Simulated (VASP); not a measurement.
A run of VASP 6.6.1:

The input INCAR:

```
PREC = Accurate ; ENCUT = 520
EDIFF = 1E-6 ; ISMEAR = 0
SIGMA = 0.1 ; LREAL = False
LASPH = True ; NELM = 100
ALGO = Fast ; ISIF = 2
LWAVE = False ; LCHARG = False
GGA = PE ; NBANDS = 38
```

Contents of KPOINTS:

```
regular mesh
0
Gamma
  8 8 8
```

File POSCAR:

```
Cd4SbO
1.0
    0.0000000000      4.4901053158      4.4901053158
    4.4901053158      0.0000000000      4.4901053158
    4.4901053158      4.4901053158      0.0000000000
Cd Sb O
4 1 1
Direct
    0.8879590336      0.3361228993      0.8879590336
    0.8879590336      0.8879590336      0.8879590336
    0.3361228993      0.8879590336      0.8879590336
    0.8879590336      0.8879590336      0.3361228993
    0.2500000000      0.2500000000      0.2500000000
    0.7500000000      0.7500000000      0.7500000000
```

Potentials or basis: VASP PAW PBE potentials, release 64 (Cd, Sb, O).

Command:

```console
$ cat potpaw_PBE.64/Cd/POTCAR potpaw_PBE.64/Sb/POTCAR potpaw_PBE.64/O/POTCAR > POTCAR
$ mpirun -np 1 vasp_std > vasp.out
```

Hardware: 1 thread of Oxide Virtual Turin-like Processor, on a shared host.

Task: Estimate the wall time of this run.

Result: Wall time 4.1 min on 1 thread of Oxide Virtual Turin-like Processor (shared host), peak memory 0.39 GiB. Counts: scf iterations 14, k points 29.
